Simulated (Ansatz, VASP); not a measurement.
# Mn in VASP and in Ansatz

```
CELL_PARAMETERS angstrom
2.45478 0.00000 0.00000
-1.22739 2.12590 0.00000
0.00000 0.00000 3.98772
ATOMIC_POSITIONS crystal
Mn 0.33333 0.66667 0.75000
Mn 0.66667 0.33333 0.25000
```

Alike in both runs: task single point; functional r2SCAN; k mesh 20 × 20 × 10; occupations gaussian, width 0.05 eV; no spin polarisation.

|  | VASP | Ansatz |
| --- | --- | --- |
| version | VASP 6.6.1 | Ansatz 0.2.0 |
| potentials or method | VASP PAW PBE potentials, release 64 (Mn_pv), cutoff 520 eV | scalar-relativistic, plane waves, PAW |
| valence electrons in the cell | 26 | 30 |

|  | VASP | Ansatz | Ansatz less VASP |
| --- | --- | --- | --- |
| gap on the k mesh at the Fermi level (eV) | none | none | - |
| pressure (GPa) | 0.3 | 0.0 | -0.31 |
| traceless stress, the component that is largest in VASP (GPa) | 0.10 | -0.08 | -0.180 |

VASP's potentials were made for PBE, not for r2SCAN. A gap of «none» marks a metal or a gap that the smearing closes. The functional is the same, so the differences come from potentials, cutoffs and numerics. VASP's potentials hold 26 valence electrons a cell and Ansatz's 30, so a difference there can come from the potentials and not from the codes.
